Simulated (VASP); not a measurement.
Here is a VASP 6.6.1 calculation.

File INCAR:

```
SYSTEM = CdSe
ALGO = Normal
EDIFF = 1E-8
ENCUT = 520
GGA = PE
ISIF = 2
ISMEAR = -1
LASPH = .TRUE.
LCHARG = .FALSE.
LEFG = .TRUE.
LREAL = .FALSE.
LWAVE = .FALSE.
NBANDS = 16
NELM = 100
PREC = Accurate
SIGMA = 0.03
```

The input KPOINTS:

```
k-points
0
G
  8 8 8
  0 0 0
```

Contents of POSCAR:

```
CdSe
1.0
    0.0000000000      3.0702711986      3.0395684866
    3.0702711986      0.0000000000      3.0395684866
    3.0702711986      3.0702711986      0.0000000000
Cd Se
1 1
Direct
    0.0000000000      0.0000000000      0.0000000000
    0.2500000000      0.2500000000      0.2500000000
```

Potentials or basis: VASP PAW PBE potentials, release 64 (Cd, Se).

Command:

```bash
$ cat potpaw_PBE.64/Cd/POTCAR potpaw_PBE.64/Se/POTCAR > POTCAR
$ mpirun -np 1 vasp_std > vasp.out
```

(1) Predict the pressure.

(2) Estimate the band gap on the k mesh.

Answers

(1) 2.1 GPa.

(2) 0.55 eV, direct.

Caveat: the cell differs from its parent crystal (zz strain of -1 %); without QUAD_EFG the Cq values of the log hold for a quadrupole moment of 1 mb, not for the nuclei.
